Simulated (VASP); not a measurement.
# Sc (P6_3/mmc) in VASP: further runs

Sc is run at these levels: PBE; tasks: single point.

All numbers are computed with VASP 6.6.1; they aren't measurements. Logs are shortened: lines on timing, memory, paths and dates and some standing lists are left out, and cuts for length are marked.

### 1 The cell of the first run

It takes space group P6_3/mmc (No. 194, hexagonal). Conventional cell: a = 3.352 Å, b = 3.352 Å, c = 5.214 Å, α = 90.00°, β = 90.00°, γ = 120.00°. Within 4.3 Å of Sc (site symmetry -6m2) lie 12 Sc at 3.25 to 3.35 Å.

### 2 Single point, PBE (volume scaled by 1.03, then relaxed in part)

INCAR

```
SYSTEM = Sc
PREC     = Accurate       ! precision mode
ENCUT    = 520            ! plane-wave cutoff, eV
EDIFF    = 1E-6           ! SCF threshold, eV
ISMEAR   = 0              ! smearing method
SIGMA    = 0.1            ! smearing width, eV
LREAL    = .FALSE.        ! projectors in reciprocal space
LASPH    = .TRUE.         ! aspherical terms in the spheres
NELM     = 80             ! most SCF steps
ALGO     = Fast           ! electronic algorithm
ISIF     = 2              ! what is computed and relaxed
LWAVE    = .FALSE.        ! write WAVECAR
LCHARG   = .TRUE.         ! write CHGCAR
GGA      = PE             ! functional
LELF     = .TRUE.         ! ELF
LVHAR    = .TRUE.       
NBANDS   = 18             ! bands
```

KPOINTS

```
regular mesh
0
G
  15 15 8
  0 0 0
```

POSCAR

```
Sc
1.0
    3.3523445011      0.0000000000      0.0000000000
   -1.6761722506      2.9032155002      0.0000000000
    0.0000000000      0.0000000000      5.2137666720
Sc
2
Direct
    0.3333333333      0.6666666667      0.2500000000
    0.6666666667      0.3333333333      0.7500000000
```

Potentials or basis: VASP PAW PBE potentials, release 64 (Sc_sv).

Run with:

```
> cat potpaw_PBE.64/Sc_sv/POTCAR > POTCAR
> mpirun -np 1 vasp_std > vasp.out
```

OUTCAR:

```text
SYSTEM = Sc
   PREC = Accurate
   ENCUT = 520
   EDIFF = 1E-6
   ISMEAR = 0
   LREAL = .FALSE.
   LASPH = .TRUE.
   NELM = 80
   ISIF = 2
   GGA = PE

 ion  position               nearest neighbor table
   1  0.333  0.667  0.250-   2 3.25   2 3.25   2 3.25   2 3.25   2 3.25   2 3.25
   2  0.667  0.333  0.750-   1 3.25   1 3.25   1 3.25   1 3.25   1 3.25   1 3.25

  LATTYP: Found a hexagonal cell.
 ALAT       =     3.3523445011
 C/A-ratio  =     1.5552598100

  Lattice vectors:

 A1 = (   3.3523445011,   0.0000000000,   0.0000000000)
 A2 = (  -1.6761722506,   2.9032155002,   0.0000000000)
 A3 = (   0.0000000000,   0.0000000000,   5.2137666720)

Analysis of symmetry for initial positions (statically):
=====================================================================
 Subroutine PRICEL returns:
 Original cell was already a primitive cell.

 Routine SETGRP: Setting up the symmetry group for a
 hexagonal supercell.

 Subroutine GETGRP returns: Found 24 space group operations
 (whereof 12 operations were pure point group operations)
 out of a pool of 24 trial point group operations.

The static configuration has the point symmetry D_3d.
 The point group associated with its full space group is D_6h.

Analysis of symmetry for dynamics (positions and initial velocities):
=====================================================================
 Subroutine PRICEL returns:
 Original cell was already a primitive cell.

 Routine SETGRP: Setting up the symmetry group for a
 hexagonal supercell.

 Subroutine GETGRP returns: Found 24 space group operations
 (whereof 12 operations were pure point group operations)
 out of a pool of 24 trial point group operations.

The dynamic configuration has the point symmetry D_3d.
 The point group associated with its full space group is D_6h.

 Subroutine INISYM returns: Found 24 space group operations
 (whereof 12 operations are pure point group operations),
 and found     1 'primitive' translations

----------------------------------------------------------------------------------------

                                     Primitive cell

  volume of cell :      50.7434

  direct lattice vectors                    reciprocal lattice vectors
     3.352344501  0.000000000  0.000000000     0.298298698  0.172222834  0.000000000
    -1.676172251  2.903215500  0.000000000     0.000000000  0.344445667  0.000000000
     0.000000000  0.000000000  5.213766672     0.000000000  0.000000000  0.191799914

  length of vectors
     3.352344501  3.352344501  5.213766672     0.344445667  0.344445667  0.191799914

  position of ions in fractional coordinates (direct lattice)
     0.333333333  0.666666667  0.250000000
     0.666666667  0.333333333  0.750000000

  ion indices of the primitive-cell ions
   primitive index   ion index
                 1           1
                 2           2

----------------------------------------------------------------------------------------

 KPOINTS: regular mesh

Automatic generation of k-mesh.
 Grid dimensions read from file:
 generate k-points for:   15   15    8

 Generating k-lattice:

  Cartesian coordinates                     Fractional coordinates (reciprocal lattice)
     0.019886580  0.011481522  0.000000000     0.066666667  0.000000000  0.000000000
     0.000000000  0.022963044  0.000000000     0.000000000  0.066666667  0.000000000
     0.000000000  0.000000000  0.023974989     0.000000000  0.000000000  0.125000000

  Length of vectors
     0.022963044  0.022963044  0.023974989

  Shift w.r.t. Gamma in fractional coordinates (k-lattice)
     0.000000000  0.000000000  0.000000000

 Subroutine IBZKPT returns following result:
 ===========================================

 Found    135 irreducible k-points:

 Following reciprocal coordinates:
            Coordinates               Weight
  0.000000  0.000000  0.000000      1.000000
  0.066667  0.000000  0.000000      6.000000
  0.133333  0.000000  0.000000      6.000000
  0.200000  0.000000  0.000000      6.000000
  0.266667  0.000000  0.000000      6.000000
  0.333333  0.000000  0.000000      6.000000
[... 16 lines left out ...]
  0.333333  0.200000  0.000000     12.000000
  0.400000  0.200000  0.000000      6.000000
 [... further k-points ...]
   k-points           NKPTS =    135   k-points in BZ     NKDIM =    135   number of bands    NBANDS=     18
   number of dos      NEDOS =    301   number of ions     NIONS =      2
   total plane-waves  NPLWV =  31360
   dimension x,y,z NGX =    28 NGY =   28 NGZ =   40
   dimension x,y,z NGXF=    56 NGYF=   56 NGZF=   80
   ions per type =               2
   NGX,Y,Z   is equivalent  to a cutoff of  13.89, 13.89, 12.75 a.u.
   NGXF,Y,Z  is equivalent  to a cutoff of  27.77, 27.77, 25.51 a.u.
 SYSTEM =  Sc
   PREC   = accura    normal or accurate (medium, high low for compatibility)
   ISTART =      0    job   : 0-new  1-cont  2-samecut
   ICHARG =      2    charge: 1-file 2-atom 10-const
   ISPIN  =      1    spin polarized calculation?
   LNONCOLLINEAR =      F non collinear calculations
   LSORBIT =      F    spin-orbit coupling
   LASPH  =      T    aspherical Exc in radial PAW
   ENCUT  =  520.0 eV  38.22 Ry    6.18 a.u.   6.23  6.23  9.69*2*pi/ulx,y,z
   NELM   =     80;   NELMIN=  2; NELMDL= -5     # of ELM steps
   EDIFF  = 0.1E-05   stopping-criterion for ELM
   LREAL  =      F    real-space projection
   EDIFFG = 0.1E-04   stopping-criterion for IOM
   NSW    =      0    number of steps for IOM
   IBRION =     -1    ionic relax: 0-MD 1-quasi-New 2-CG
   NFREE  =      0    steps in history (QN), initial steepest desc. (CG)
   ISIF   =      2    stress and relaxation
   ISYM   =      2    0-nonsym 1-usesym 2-fastsym
   POTIM  = 0.5000    time-step for ionic-motion
   TEBEG  =    0.0;   TEEND  =   0.0 temperature during run
   PSTRESS=    0.0 pullay stress
   NELECT =      22.0000    total number of electrons
   NUPDOWN=      -1.0000    fix difference up-down
   EMIN   =  10.00;   EMAX   =-10.00  energy-range for DOS
   EFERMI =   0.00;   METHOD = LEGACY
   ISMEAR =     0;   SIGMA  =   0.10  broadening in eV -4-tet -1-fermi 0-gaus
   EFERMI_NEDOS =   21; number of points for ismear=-14 and -15
   IALGO  =     68    algorithm
   IMIX   =      4    mixing-type and parameters
     AMIX     =   0.40;   BMIX     =  1.00
     AMIX_MAG =   1.60;   BMIX_MAG =  1.00
  volume/ion in A,a.u.               =      25.37       171.22
  Fermi-wavevector in a.u.,A,eV,Ry     =   1.239051  2.341467 20.888313  1.535248
  Thomas-Fermi vector in A             =   2.373551
   LORBIT       =      0    0 simple, 1 ext, 2 COOP (PROOUT), +10 PAW based schemes
   GGA     = PE    functional components
   LHFCALC =     F    Hartree Fock is set to
   AEXX    =    0.0000 exact exchange contribution
   IVDW    =     0    specifies the selected vdW correction
   LEPSILON=     F    determine dielectric tensor
   LRPA    =     F    only Hartree local field effects (RPA)
 non-spin polarized calculation
 RMM-DIIS sequential band-by-band and
 Gauss-broadening in eV      SIGMA  =   0.10
  energy-cutoff  :      520.00
  volume of cell :       50.74
 maximum number of plane-waves:      1387
 NGX is ok and might be reduce to    28
   NGX = 13   NGY = 13   NGZ = 19

 number of electron      21.9999999 magnetization

 Free energy of the ion-electron system (eV)
  ---------------------------------------------------
  ext. energy  EPLUGINS =         0.00000000
  ---------------------------------------------------
  free energy    TOTEN  =       -12.50190086 eV

  energy without entropy =      -12.48006956  energy(sigma->0) =      -12.49098521

 E-fermi :   3.5111     XC(G=0):  -9.7617

 val. band max:        3.5098964005   @ k =   0.2667   0.2000   0.3750
 cond. band min:       3.5121461713   @ k =   0.4000   0.2000   0.3750
 fundamental gap:      0.0022497709
 Fermi energy:         3.5111399424

 k-point     1 :       0.0000    0.0000    0.0000
  band No.  band energies     occupation
      1     -45.9825      2.00000
      2     -45.9195      2.00000
      3     -24.7874      2.00000
      4     -24.4807      2.00000
      5     -24.4807      2.00000
      6     -24.4195      2.00000
[... 10 lines left out ...]
     17       5.7498      0.00000
     18       5.7500      0.00000

 k-point     2 :       0.0667    0.0000    0.0000
  band No.  band energies     occupation
      1     -45.9806      2.00000
      2     -45.9189      2.00000
      3     -24.7822      2.00000
      4     -24.4906      2.00000
      5     -24.4842      2.00000
      6     -24.4300      2.00000
[... 10 lines left out ...]
     17       5.6739      0.00000
     18       5.6921      0.00000

 k-point     3 :       0.1333    0.0000    0.0000
  band No.  band energies     occupation
      1     -45.9754      2.00000
      2     -45.9173      2.00000
      3     -24.7669      2.00000
      4     -24.5187      2.00000
      5     -24.4939      2.00000
      6     -24.4592      2.00000
[... 10 lines left out ...]
     17       5.6622      0.00000
     18       5.7309      0.00000

 k-point     4 :       0.2000    0.0000    0.0000
  band No.  band energies     occupation
      1     -45.9675      2.00000
      2     -45.9151      2.00000
      3     -24.7429      2.00000
      4     -24.5604      2.00000
      5     -24.5077      2.00000
      6     -24.5014      2.00000
[... 375 lines left out ...]
      4     -24.6384      2.00000
      5     -24.6307      2.00000
      6     -24.5564      2.00000
[... 10 lines left out ...]
     17       7.0775      0.00000
     18       7.3406      0.00000

 k-point    23 :       0.3333    0.2000    0.0000
  band No.  band energies     occupation
      1     -45.9302      2.00000
      2     -45.9133      2.00000
      3     -24.6839      2.00000
      4     -24.6292      2.00000
      5     -24.6093      2.00000
      6     -24.5808      2.00000
[... 10 lines left out ...]
     17       7.1755      0.00000
     18       7.4277      0.00000

 k-point    24 :       0.4000    0.2000    0.0000
  band No.  band energies     occupation
      1     -45.9271      2.00000
      2     -45.9144      2.00000
      3     -24.6917      2.00000
      4     -24.6247      2.00000
      5     -24.5952      2.00000
      6     -24.5938      2.00000
[... 10 lines left out ...]
     17       7.1772      0.00000
     18       7.3041      0.00000

 [... further k-points ...]

------------------------ aborting loop because EDIFF is reached ----------------------------------------

  FORCE on cell =-STRESS in cart. coord.  units (eV):
  Direction    XX          YY          ZZ          XY          YZ          ZX
  --------------------------------------------------------------------------------------
  -------------------------------------------------------------------------------------
  Total       -0.4760972     -0.4760972     -0.4499805      0.0000000      0.0000000     -0.0000000
  in kB      -15.0323435    -15.0323435    -14.2077332      0.0000000      0.0000000     -0.0000000
  external PRESSURE =     -14.7574734 kB  Pullay stress =       0.0000000 kB

 VOLUME and BASIS-vectors are now :
 -----------------------------------------------------------------------------
  energy-cutoff  :      520.00
  volume of cell :       50.74
      direct lattice vectors                 reciprocal lattice vectors
     3.352344501  0.000000000  0.000000000     0.298298698  0.172222834  0.000000000
    -1.676172251  2.903215500  0.000000000     0.000000000  0.344445667  0.000000000
     0.000000000  0.000000000  5.213766672     0.000000000  0.000000000  0.191799914

 POSITION                                       TOTAL-FORCE (eV/Angst)
 -----------------------------------------------------------------------------------
     -0.00000      1.93548      1.30344        -0.000000      0.000000      0.000000
      1.67617      0.96774      3.91033         0.000000     -0.000000      0.000000
 -----------------------------------------------------------------------------------
    total drift:                                0.000000     -0.000000      0.000000

  FREE ENERGIE OF THE ION-ELECTRON SYSTEM (eV)
  ---------------------------------------------------
  free  energy   TOTEN  =       -12.5019008602 eV

  energy  without entropy=      -12.4800695614  energy(sigma->0) =      -12.49098521
```

Run time: 2.5 min. Hardware: 1 thread of Intel Xeon 6975P-C, shared host; peak memory 0.24 GiB.

Results:

- Free energy: -12.5019 eV
- Pressure: -1.5 GPa
- Band gap on the k mesh: zero (band 11 reaches 4.47 eV, above the bottom of band 12 at 3.05 eV)

Stress tensor (GPa, compression positive):
```
-1.50  0.00  0.00
 0.00 -1.50  0.00
 0.00  0.00 -1.42
```

Levels at points of the mesh, in eV from the Fermi level:
```tsv
k point	band 9	band 10	band 11	band 12	band 13	band 14
(0.00, 0.00, 0.00)	-5.07	-1.59	0.56	1.55	1.55	1.81
(0.00, 0.00, 0.50)	-3.56	-3.56	0.96	0.96	1.47	1.47
```

### 3 Single point, PBE (volume scaled by 1.06, then relaxed in part)

INCAR

```
PREC = Accurate ; ENCUT = 520
EDIFF = 1E-7 ; ISMEAR = 0
SIGMA = 0.1 ; LREAL = F
LASPH = T ; NELM = 100
ALGO = Normal ; ISIF = 2
LWAVE = F ; LCHARG = F
GGA = PE ; NBANDS = 18
```

KPOINTS

```
regular mesh
0
Gamma
  15 15 8
```

POSCAR

```
Sc
1.0
    3.3845805604      0.0000000000      0.0000000000
   -1.6922902802      2.9311327464      0.0000000000
    0.0000000000      0.0000000000      5.2639021194
Sc
2
Direct
    0.3333333333      0.6666666667      0.2500000000
    0.6666666667      0.3333333333      0.7500000000
```

Potentials or basis: VASP PAW PBE potentials, release 64 (Sc_sv).

Run with:

```
> cat potpaw_PBE.64/Sc_sv/POTCAR > POTCAR
> mpirun -np 1 vasp_std > vasp.out
```

Run time: 1.9 min. Hardware: 1 thread of Intel Xeon 6975P-C, shared host; peak memory 0.25 GiB.

It converged, with:

* Free energy: -12.4824 eV
* Pressure: -2.8 GPa
* Band gap on the k mesh: zero (band 11 reaches 4.29 eV, above the bottom of band 12 at 2.90 eV)

Stress tensor (GPa, compression positive):
```
-2.89  0.00  0.00
 0.00 -2.89  0.00
 0.00  0.00 -2.74
```

Levels at points of the mesh, in eV from the Fermi level:
| k point | band 8 | band 9 | band 10 | band 11 | band 12 | band 13 | band 14 | band 15 |
| --- | --- | --- | --- | --- | --- | --- | --- | --- |
| (0.00, 0.00, 0.00) | -27.99 | -5.01 | -1.55 | 0.51 | 1.52 | 1.52 | 1.76 | 1.93 |
| (0.00, 0.00, 0.50) | -28.05 | -3.53 | -3.53 | 0.94 | 0.94 | 1.43 | 1.43 | 1.43 |

### 4 Single point, PBE (volume scaled by 1.10, then relaxed in part)

INCAR

```
SYSTEM = Sc
PREC = Accurate ; ENCUT = 520
EDIFF = 1E-6 ; ISMEAR = 0
SIGMA = 0.1 ; LREAL = .FALSE.
LASPH = .TRUE. ; NELM = 80
ALGO = Normal ; ISIF = 2
LWAVE = .FALSE. ; LCHARG = .FALSE.
GGA = PE ; NBANDS = 18
```

KPOINTS

```
regular mesh
0
G
  15 15 8
  0 0 0
```

POSCAR

```
Sc
1.0
    3.4239108836      0.0000000000      0.0000000000
   -1.7119554418      2.9651938055      0.0000000000
    0.0000000000      0.0000000000      5.3377647764
Sc
2
Direct
    0.3333333333      0.6666666667      0.2500000000
    0.6666666667      0.3333333333      0.7500000000
```

Run with:

```
> cat potpaw_PBE.64/Sc_sv/POTCAR > POTCAR
> mpirun -np 1 vasp_std > vasp.out
```

Run time: 88 s. Hardware: 1 thread of Intel Xeon 6975P-C, shared host; peak memory 0.25 GiB.

It converged, with:

- Free energy: -12.4385 eV
- Pressure: -4.4 GPa
- Band gap on the k mesh: zero (band 11 reaches 4.05 eV, above the bottom of band 12 at 2.72 eV)

Levels at points of the mesh, in eV from the Fermi level:
```
           k point  band 9  band 10  band 11  band 12  band 13  band 14
(0.00, 0.00, 0.00)   -4.94    -1.51     0.43     1.47     1.47     1.69
(0.00, 0.00, 0.50)   -3.50    -3.50     0.91     0.91     1.39     1.39
```

### 5 Summary

```csv
cell,gap on the mesh (eV),pressure (GPa)
"a = 3.352, b = 3.352, c = 5.214 Å, angles 90.0, 90.0, 120.0°, 2 atoms",none,-1.5
"a = 3.385, b = 3.385, c = 5.264 Å, angles 90.0, 90.0, 120.0°, 2 atoms",none,-2.8
"a = 3.424, b = 3.424, c = 5.338 Å, angles 90.0, 90.0, 120.0°, 2 atoms",none,-4.4
```

Alike in all rows: task single point; level PBE; potentials or basis VASP PAW PBE potentials, release 64 (Sc_sv); no spin polarisation; k mesh 15 × 15 × 8; cutoff (eV) 520; smearing gaussian 0.1 eV.

Total energies depend on the potentials used, so only differences within one code and one set of settings carry meaning.
